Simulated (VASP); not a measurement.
Set up this calculation in VASP 6.6.1, as the native input.

```
Task                   : single point
Functional             : PBE
Dispersion             : D3(BJ)
Potentials or basis    : VASP PAW PBE potentials, release 64 (Cl)
Cutoff                 : 520 eV
k mesh                 : 1 × 1 × 1
Occupations            : fermi-dirac, width 0.02 eV
Spin                   : no spin polarisation
Dipole correction      : no
Further INCAR settings : LREAL = Auto; ALGO = Normal; EDIFF = 1e-06; NBANDS = 70
```

The structure of Cl lies in POSCAR:

```
Cl
1.0
    7.8297350000      0.0000000000      0.0000000000
    0.0000000000      7.8297350000      0.0000000000
    0.0000000000      0.0000000000      7.8297350000
Cl
16
Direct
    0.3838863199      0.5267641854      0.2137155468
    0.2614893733      0.4847619169     -0.0181655164
    0.0793137305      0.9055388175      0.9830994967
    0.1682836804      1.0033439907      0.7479465034
    0.7442910218      0.0413745761      0.5503605591
    0.7307186294      0.0429286811      0.2813802336
    0.9250666924      0.5063465954      0.3473138228
    0.9509467735      0.4944225565      0.6170294520
    0.9086982281      0.5035855413      0.9762071633
    0.6698059040      0.6074800223      0.9225240130
    0.2931361156      0.1472611263      0.4885243337
    0.2053299570      0.0511076958      0.2599915638
    0.3972512142      0.7269388798      0.6204142667
    0.5664097340      0.5975011236      0.4764368480
    0.7320113305      0.0621344542      0.9191113114
    0.5308044953      0.2285488369      0.9106797020
```

One way to write it, as run:

INCAR

```
SYSTEM = Cl
  ALGO = Normal
  EDIFF = 1E-6
  ENCUT = 520
  GGA = PE
  ISIF = 2
  ISMEAR = -1
  IVDW = 12
  LASPH = .TRUE.
  LCHARG = .FALSE.
  LREAL = Auto
  LWAVE = .FALSE.
  NBANDS = 70
  NELM = 100
  PREC = Accurate
  SIGMA = 0.02
```

KPOINTS

```
k-points
0
G
  1 1 1
  0 0 0
```

Potentials or basis: VASP PAW PBE potentials, release 64 (Cl).

The run is started by

```sh
$ cat potpaw_PBE.64/Cl/POTCAR > POTCAR
$ mpirun -np 1 vasp_gam > vasp.out
```

Results of the run:

- Pressure: -1.0 GPa
- Largest force: 0.486 eV/Å
- Dispersion energy per atom: -0.142 eV

Caveat: the k points lie up to 0.80 Å⁻¹ apart, too coarse for converged energies, forces and pressures.

It took 64 s on 1 thread of Intel(R) Xeon(R) Platinum 8488C (Sapphire Rapids), with other jobs on the host, peak memory 0.42 GiB.
